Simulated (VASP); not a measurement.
# Fe (P6_3/mmc) in VASP: notebook

The runs below take Fe through single point, with PBEsol+D4.

Program: VASP 6.6.1. These are calculated values, not measurements. Logs are shortened: lines on timing, memory, paths and dates and some standing lists are left out, and cuts for length are marked.

**1. The cell of the first run**

It takes space group P6_3/mmc (No. 194, hexagonal). The conventional cell has a = 2.450 Å, b = 2.450 Å, c = 3.867 Å, α = 90.00°, β = 90.00°, γ = 120.00°. Fe (site symmetry -6m2) has 12 Fe at 2.40 to 2.45 Å within 3.2 Å.

**2. Single point, PBEsol+D4, collinear spin, ferromagnetic start**

INCAR reads:

```
SYSTEM = Fe
PREC = Accurate ; ENCUT = 520
EDIFF = 1E-7 ; ISMEAR = -1
SIGMA = 0.05 ; LREAL = .FALSE.
LASPH = .TRUE. ; NELM = 150
ALGO = Normal ; ISIF = 2
LWAVE = .FALSE. ; LCHARG = .FALSE.
ISPIN = 2 ; MAGMOM = 3 3
LORBIT = 11 ; LMAXMIX = 4
GGA = PS ; IVDW = 13
NBANDS = 19
```

KPOINTS reads:

```
Automatic mesh
0
G
  12 12 7
  0 0 0
```

POSCAR reads:

```
Fe
1.0
    2.4502783040      0.0000000000      0.0000000000
   -1.2251391521      2.1220032576      0.0000000000
    0.0000000000      0.0000000000      3.8673784861
Fe
2
Direct
    0.6666666667      0.3333333333      0.7500000000
    0.3333333333      0.6666666667      0.2500000000
```

Potentials or basis: VASP PAW PBE potentials, release 64 (Fe).

Run with:

```
cat potpaw_PBE.64/Fe/POTCAR > POTCAR
mpirun -np 1 vasp_std > vasp.out
```

OUTCAR:

```text
SYSTEM = Fe
   PREC = Accurate
   ENCUT = 520
   EDIFF = 1E-7
   ISMEAR = -1
   LREAL = .FALSE.
   LASPH = .TRUE.
   NELM = 150
   ISIF = 2
   ISPIN = 2
   LORBIT = 11
   GGA = PS
   IVDW = 13

 ion  position               nearest neighbor table
   1  0.667  0.333  0.750-   2 2.40   2 2.40   2 2.40   2 2.40   2 2.40   2 2.40
   2  0.333  0.667  0.250-   1 2.40   1 2.40   1 2.40   1 2.40   1 2.40   1 2.40

  LATTYP: Found a hexagonal cell.
 ALAT       =     2.4502783040
 C/A-ratio  =     1.5783425417

  Lattice vectors:

 A1 = (   2.4502783040,   0.0000000000,   0.0000000000)
 A2 = (  -1.2251391521,   2.1220032576,   0.0000000000)
 A3 = (   0.0000000000,   0.0000000000,   3.8673784861)

Analysis of symmetry for initial positions (statically):
=====================================================================
 Subroutine PRICEL returns:
 Original cell was already a primitive cell.

 Routine SETGRP: Setting up the symmetry group for a
 hexagonal supercell.

 Subroutine GETGRP returns: Found 24 space group operations
 (whereof 12 operations were pure point group operations)
 out of a pool of 24 trial point group operations.

The static configuration has the point symmetry D_3d.
 The point group associated with its full space group is D_6h.

Analysis of symmetry for dynamics (positions and initial velocities):
=====================================================================
 Subroutine PRICEL returns:
 Original cell was already a primitive cell.

 Routine SETGRP: Setting up the symmetry group for a
 hexagonal supercell.

 Subroutine GETGRP returns: Found 24 space group operations
 (whereof 12 operations were pure point group operations)
 out of a pool of 24 trial point group operations.

The dynamic configuration has the point symmetry D_3d.
 The point group associated with its full space group is D_6h.

Analysis of structural, dynamic, and magnetic symmetry:
=====================================================================
 Subroutine PRICEL returns:
 Original cell was already a primitive cell.

 Routine SETGRP: Setting up the symmetry group for a
 hexagonal supercell.

 Subroutine GETGRP returns: Found 24 space group operations
 (whereof 12 operations were pure point group operations)
 out of a pool of 24 trial point group operations.

The overall configuration has the point symmetry D_3d.
 The point group associated with its full space group is D_6h.

 Subroutine INISYM returns: Found 24 space group operations
 (whereof 12 operations are pure point group operations),
 and found     1 'primitive' translations

[... 116 lines left out ...]
  Fermi-wavevector in a.u.,A,eV,Ry     =   1.517011  2.866735 31.311399  2.301323
  Thomas-Fermi vector in A             =   2.626324
   LORBIT       =     11    0 simple, 1 ext, 2 COOP (PROOUT), +10 PAW based schemes
   GGA     = PS    functional components
   LHFCALC =     F    Hartree Fock is set to
   AEXX    =    0.0000 exact exchange contribution
   IVDW    =    13    specifies the selected vdW correction
   LEPSILON=     F    determine dielectric tensor
   LRPA    =     F    only Hartree local field effects (RPA)
 spin polarized calculation
  energy-cutoff  :      520.00
  volume of cell :       20.11
 maximum number of plane-waves:       557
   NGX =  9   NGY =  9   NGZ = 15

 number of electron      16.0000009 magnetization       0.0020575

 number of electron      16.0000009 magnetization      -0.0007391

 Free energy of the ion-electron system (eV)
  ---------------------------------------------------
  ext. energy  EPLUGINS =         0.00000000
  ---------------------------------------------------
  free energy    TOTEN  =       -17.87084895 eV

  energy without entropy =      -17.85084499  energy(sigma->0) =      -17.86084697

 E-fermi :   6.9197     XC(G=0): -14.0304

 val. band max:        6.9030821253   @ k =   0.3333   0.3333   0.2857
 cond. band min:       6.9248229962   @ k =   0.3333   0.2500   0.2857
 fundamental gap:      0.0217408709
 Fermi energy:         6.9196610708

 spin component 1

 k-point     1 :       0.0000    0.0000    0.0000
  band No.  band energies     occupation
      1      -2.1413      1.00000
      2       1.8592      1.00000
      3       5.2070      1.00000
      4       5.2070      1.00000
      5       5.3500      1.00000
      6       5.6876      1.00000
[... 517 lines left out ...]
     18      30.9202      0.00000
     19      32.3908      0.00000

 [... further k-points ...]

 spin component 2

 k-point     1 :       0.0000    0.0000    0.0000
  band No.  band energies     occupation
      1      -2.1413      1.00000
      2       1.8589      1.00000
      3       5.2067      1.00000
      4       5.2067      1.00000
      5       5.3495      1.00000
      6       5.6872      1.00000
[... 517 lines left out ...]
     18      30.9200      0.00000
     19      32.3907      0.00000

 [... further k-points ...]

------------------------ aborting loop because EDIFF is reached ----------------------------------------

  DFT-D4 for vdW energy calculation

  Edisp (eV):   -0.45497

  FORCE on cell =-STRESS in cart. coord.  units (eV):
  Direction    XX          YY          ZZ          XY          YZ          ZX
  --------------------------------------------------------------------------------------
  -------------------------------------------------------------------------------------
  Total      -1.44855    -1.44855    -1.29025     0.00000     0.00000     0.00000
  in kB    -115.41571  -115.41571  -102.80335     0.00000     0.00000     0.00000
  external pressure =     -111.21 kB  Pullay stress =        0.00 kB

 VOLUME and BASIS-vectors are now :
 -----------------------------------------------------------------------------
  energy-cutoff  :      520.00
  volume of cell :       20.11
      direct lattice vectors                 reciprocal lattice vectors
     2.450278304  0.000000000  0.000000000     0.408116906  0.235626405  0.000000000
    -1.225139152  2.122003258  0.000000000     0.000000000  0.471252811  0.000000000
     0.000000000  0.000000000  3.867378486     0.000000000  0.000000000  0.258573089

 POSITION                                       TOTAL-FORCE (eV/Angst)
 -----------------------------------------------------------------------------------
      1.22514      0.70733      2.90053         0.000000      0.000000      0.000000
     -0.00000      1.41467      0.96684        -0.000000     -0.000000      0.000000
 -----------------------------------------------------------------------------------
    total drift:                               -0.000000      0.000000     -0.000000

  FREE ENERGIE OF THE ION-ELECTRON SYSTEM (eV)
  ---------------------------------------------------
  free  energy   TOTEN  =       -18.3258165623 eV

  energy  without entropy=      -18.3058126016  energy(sigma->0) =      -18.31581458

 total charge

# of ion       s       p       d       tot
------------------------------------------
    1        0.545   0.654   6.353   7.551
    2        0.545   0.654   6.353   7.551
--------------------------------------------------
tot          1.090   1.308  12.705  15.103

 magnetization (x)

# of ion       s       p       d       tot
------------------------------------------
    1        0.000   0.000  -0.000  -0.000
    2        0.000   0.000  -0.000  -0.000
--------------------------------------------------
tot          0.000   0.000  -0.000  -0.000
```

Run time: 57 s. Hardware: 1 thread of AMD EPYC 7R43 (Zen 3), shared host; peak memory 0.13 GiB.

Results:

| Quantity | Value |
| --- | --- |
| Free energy | -18.3258 eV |
| Pressure | -11.1 GPa |
| Band gap on the k mesh | zero (filled and empty bands overlap) |
| Net moment | 0.00 μB per cell |
| Valence electrons inside the program's atomic spheres | Fe 7.55 |
| Dispersion energy per atom | -0.227 eV |

Levels at points of the mesh, in eV from the Fermi level:
Spin up:
| k point | band 4 | band 5 | band 6 | band 7 | band 8 | band 9 | band 10 | band 11 | band 12 | band 13 |
| --- | --- | --- | --- | --- | --- | --- | --- | --- | --- | --- |
| (0.00, 0.00, 0.00) | -1.71 | -1.57 | -1.23 | -1.23 | -0.89 | -0.89 | 0.51 | 0.71 | 0.71 | 8.89 |
| (0.50, 0.00, 0.00) | -2.13 | -2.03 | -1.57 | -1.11 | 0.81 | 1.04 | 1.09 | 2.70 | 4.86 | 11.35 |
Spin down:
```tsv
k point	band 6	band 7	band 8	band 9	band 10	band 11
(0.00, 0.00, 0.00)	-1.23	-1.23	-0.89	-0.89	0.51	0.71
(0.50, 0.00, 0.00)	-1.57	-1.11	0.81	1.04	1.09	2.69
```

Caveat: the starting moments collapsed, and a magnetic state may lie lower; the PAW data sets were made with another functional, which shifts forces and pressure a little; pairwise dispersion overbinds metals, which lowers pressure and volume.

**3. Single point, PBEsol+D4, collinear spin, ferromagnetic start**

This run uses another cell than the first one, of 10.25 Å³/atom, 1.020 times its volume.

INCAR reads:

```
SYSTEM = Fe
ALGO     = Fast           ! electronic algorithm
EDIFF    = 1E-6           ! SCF threshold, eV
ENCUT    = 520            ! plane-wave cutoff, eV
GGA      = PS             ! functional
ISIF     = 2              ! what is computed and relaxed
ISMEAR   = -1             ! smearing method
ISPIN    = 2              ! spin polarisation
IVDW     = 13             ! dispersion correction
LASPH    = .True.         ! aspherical terms in the spheres
LCHARG   = .False.        ! write CHGCAR
LMAXMIX  = 4              ! l up to which the mixer works
LORBIT   = 11             ! projections on sites
LREAL    = .False.        ! projectors in reciprocal space
LWAVE    = .False.        ! write WAVECAR
MAGMOM   = 3 3            ! initial moments
NBANDS   = 19             ! bands
NELM     = 150            ! most SCF steps
PREC     = Accurate       ! precision mode
SIGMA    = 0.05           ! smearing width, eV
```

KPOINTS reads:

```
k-points
0
Gamma
  12 12 7
  0 0 0
```

POSCAR reads:

```
Fe
1.0
    2.4661896479      0.0000000000      0.0000000000
   -1.2330948240      2.1357828857      0.0000000000
    0.0000000000      0.0000000000      3.8924920371
Fe
2
Direct
    0.6666666667      0.3333333333      0.7500000000
    0.3333333333      0.6666666667      0.2500000000
```

Potentials or basis: VASP PAW PBE potentials, release 64 (Fe).

Run with:

```
cat potpaw_PBE.64/Fe/POTCAR > POTCAR
mpirun -np 1 vasp_std > vasp.out
```

It took 60 s on 1 thread of AMD EPYC 7R43 (Zen 3), shared host; peak memory 0.12 GiB.

Results (log left out):

| Item | Value |
| --- | --- |
| Free energy | -18.2919 eV |
| Pressure | -16.4 GPa |
| Band gap on the k mesh | zero (filled and empty bands overlap) |
| Net moment | 0.00 μB per cell |
| Valence electrons inside the program's atomic spheres | Fe 7.50 |
| Dispersion energy per atom | -0.223 eV |

Stress tensor (GPa, compression positive):
```
-16.70   0.00   0.00
  0.00 -16.70   0.00
  0.00   0.00 -15.74
```

Levels at points of the mesh, in eV from the Fermi level:
Spin up:
```
           k point  band 6  band 7  band 8  band 9  band 10  band 11
(0.00, 0.00, 0.00)   -1.20   -1.20   -0.86   -0.86     0.50     0.69
(0.50, 0.00, 0.00)   -1.53   -1.08    0.79    1.01     1.06     2.63
```
Spin down:
```csv
k point,band 6,band 7,band 8,band 9,band 10,band 11
"(0.00, 0.00, 0.00)",-1.20,-1.20,-0.87,-0.87,0.50,0.69
"(0.50, 0.00, 0.00)",-1.53,-1.08,0.79,1.01,1.06,2.63
```

Caveat: the starting moments collapsed, and a magnetic state may lie lower; the PAW data sets were made with another functional, which shifts forces and pressure a little; pairwise dispersion overbinds metals, which lowers pressure and volume.

**4. Single point, PBEsol+D4, collinear spin, ferromagnetic start**

This run uses another cell than the first one, of 10.45 Å³/atom, 1.039 times its volume.

INCAR reads:

```
PREC = Accurate
ENCUT = 520
EDIFF = 1E-6
ISMEAR = -1
SIGMA = 0.05
LREAL = F
LASPH = T
NELM = 150
ALGO = Normal
ISIF = 2
LWAVE = F
LCHARG = F
ISPIN = 2
MAGMOM = 3 3
LORBIT = 11
LMAXMIX = 4
GGA = PS
IVDW = 13
NBANDS = 19
```

KPOINTS reads:

```
Automatic mesh
0
Gamma
  12 12 7
```

POSCAR reads:

```
Fe
1.0
    2.4818982858      0.0000000000      0.0000000000
   -1.2409491429      2.1493869651      0.0000000000
    0.0000000000      0.0000000000      3.9172856485
Fe
2
Direct
    0.6666666667      0.3333333333      0.7500000000
    0.3333333333      0.6666666667      0.2500000000
```

Run with:

```
cat potpaw_PBE.64/Fe/POTCAR > POTCAR
mpirun -np 1 vasp_std > vasp.out
```

Wall time 55 s (1 thread of AMD EPYC 7R43 (Zen 3), shared host); peak memory 0.13 GiB.

It converged, with:

```
Free energy                                           : -18.2459 eV
Pressure                                              : -20.8 GPa
Band gap on the k mesh                                : zero (filled and empty bands overlap)
Net moment                                            : -0.01 μB per cell
Valence electrons inside the program's atomic spheres : Fe 7.45
Dispersion energy per atom                            : -0.220 eV
```

Stress tensor (GPa, compression positive):
```
-21.03   0.00   0.00
  0.00 -21.03   0.00
  0.00   0.00 -20.34
```

Levels at points of the mesh, in eV from the Fermi level:
Spin up:
```tsv
k point	band 4	band 5	band 6	band 7	band 8	band 9	band 10	band 11	band 12	band 13
(0.00, 0.00, 0.00)	-1.61	-1.48	-1.16	-1.16	-0.84	-0.84	0.50	0.67	0.67	8.50
(0.50, 0.00, 0.00)	-2.04	-1.91	-1.49	-1.05	0.77	0.99	1.03	2.57	4.64	11.00
```
Spin down:
```csv
k point,band 6,band 7,band 8,band 9,band 10,band 11
"(0.00, 0.00, 0.00)",-1.17,-1.17,-0.84,-0.84,0.50,0.67
"(0.50, 0.00, 0.00)",-1.49,-1.05,0.76,0.98,1.03,2.57
```

Caveat: the starting moments collapsed, and a magnetic state may lie lower; the PAW data sets were made with another functional, which shifts forces and pressure a little; pairwise dispersion overbinds metals, which lowers pressure and volume.
